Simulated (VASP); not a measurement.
Here is a VASP 6.6.1 calculation.

Contents of POSCAR:

```
TiTe2
1.0
    3.7903815437      0.0000000000      0.0000000000
   -1.8951907719      3.2825667069      0.0000000000
    0.0000000000      0.0000000000      6.5558879831
Ti Te
1 2
Direct
    0.0000000000      0.0000000000      0.0000000000
    0.6666666667      0.3333333333      0.2577957668
    0.3333333333      0.6666666667      0.7422042332
```

INCAR.step1

```
SYSTEM = TiTe2
  PREC = Accurate
  ENCUT = 520
  ISMEAR = -1
  SIGMA = 0.02
  LREAL = .FALSE.
  LASPH = .TRUE.
  NELM = 60
  NBANDS = 19
  GGA = PE
  ALGO = Normal
  EDIFF = 1E-4
  LWAVE = .TRUE.
  LCHARG = .FALSE.
```

File INCAR.step2:

```
SYSTEM = TiTe2
  PREC = Accurate
  ENCUT = 520
  EDIFF = 1E-6
  ISMEAR = -1
  SIGMA = 0.02
  LREAL = .FALSE.
  LASPH = .TRUE.
  NELM = 60
  ALGO = Normal
  ISIF = 2
  LWAVE = .FALSE.
  LCHARG = .FALSE.
  METAGGA = R2SCAN
  LMIXTAU = .TRUE.
  NBANDS = 19
  ISTART = 1
```

Contents of KPOINTS:

```
regular mesh
0
G
  6 6 4
  0 0 0
```

Potentials or basis: VASP PAW PBE potentials, release 64 (Ti_sv, Te).

The run is started by

```sh
$ cat potpaw_PBE.64/Ti_sv/POTCAR potpaw_PBE.64/Te/POTCAR > POTCAR
$ cp INCAR.step1 INCAR
$ mpirun -np 1 vasp_std > vasp.out
$ cp INCAR.step2 INCAR
$ mpirun -np 1 vasp_std > vasp.out
```

(1) Predict the largest force.

(2) Estimate the band gap on the k mesh.

(3) Estimate the pressure.

## Answers

(1) 0.026 eV/Å.

(2) zero (band 12 reaches 7.00 eV, above the bottom of band 13 at 6.43 eV).

(3) 1.0 GPa.

Caveat: the PAW data sets were made with another functional, which shifts forces and pressure a little; spin-orbit coupling is left out, which moves the levels of the heavy elements.
